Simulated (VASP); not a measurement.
Input of a VASP 6.6.1 run:

The input INCAR:

```
PREC = Accurate
ENCUT = 520
EDIFF = 1E-6
ISMEAR = 0
SIGMA = 0.02
LREAL = False
LASPH = True
NELM = 100
ALGO = Normal
ISIF = 2
LWAVE = False
LCHARG = False
GGA = PE
NBANDS = 11
```

File KPOINTS:

```
regular mesh
0
Gamma
  12 12 12
```

POSCAR

```
BN
1.0
    0.0000000000      1.7367372868      1.7367372868
    1.7367372868      0.0000000000      1.7367372868
    1.7367372868      1.7367372868      0.0000000000
B N
1 1
Direct
    0.2500000000      0.2500000000      0.2500000000
    0.5000000000      0.5000000000      0.5000000000
```

Potentials or basis: VASP PAW PBE potentials, release 64 (B, N).

Launch:

```bash
$ cat potpaw_PBE.64/B/POTCAR potpaw_PBE.64/N/POTCAR > POTCAR
$ mpirun -np 1 vasp_std > vasp.out
```

**Question.** Predict the pressure.

**Answer.** 60.7 GPa.

**Question.** Predict the band gap on the k mesh.

**Answer.** 4.58 eV, indirect (least direct gap 9.39 eV).

 A k mesh can miss the band edges.
